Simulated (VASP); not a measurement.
CuO, 4 atoms in the cell. The structure is tetragonal, space group P4_2/mmc (No. 131). The conventional cell has a = 3.399 Å, b = 3.399 Å, c = 4.232 Å, α = 90.00°, β = 90.00°, γ = 90.00°. Within 2.7 Å of Cu (site symmetry mmm) lie 4 O at 2.00 Å. O (site symmetry -4m2) has 4 Cu at 2.00 Å and 2 O at 2.12 Å within 2.7 Å. 

```yaml
Program: VASP 6.6.1
Task: single point
Functional: RPBE
Potentials_or_basis: VASP PAW PBE potentials, release 64 (Cu, O)
Cutoff: 520 eV
k_mesh: 8 × 8 × 6
Occupations: fermi-dirac, width 0.05 eV
Spin: no spin polarisation
Dipole_correction: no
Further_INCAR_settings: ALGO = Normal; EDIFF = 1e-07; NBANDS = 25
```

Potentials or basis: VASP PAW PBE potentials, release 64 (Cu, O).

The run is started by

```bash
$ cat potpaw_PBE.64/Cu/POTCAR potpaw_PBE.64/O/POTCAR > POTCAR
$ mpirun -np 1 vasp_std > vasp.out
```

Hardware: 1 thread of Intel(R) Xeon(R) Platinum 8488C (Sapphire Rapids), on a shared host.

Task: How long does it take, and how much memory?

Result: Run time: 58 s on 1 thread of Intel(R) Xeon(R) Platinum 8488C (Sapphire Rapids), with other jobs on the host, peak memory 0.21 GiB. Counts: scf iterations 16, k points 60.
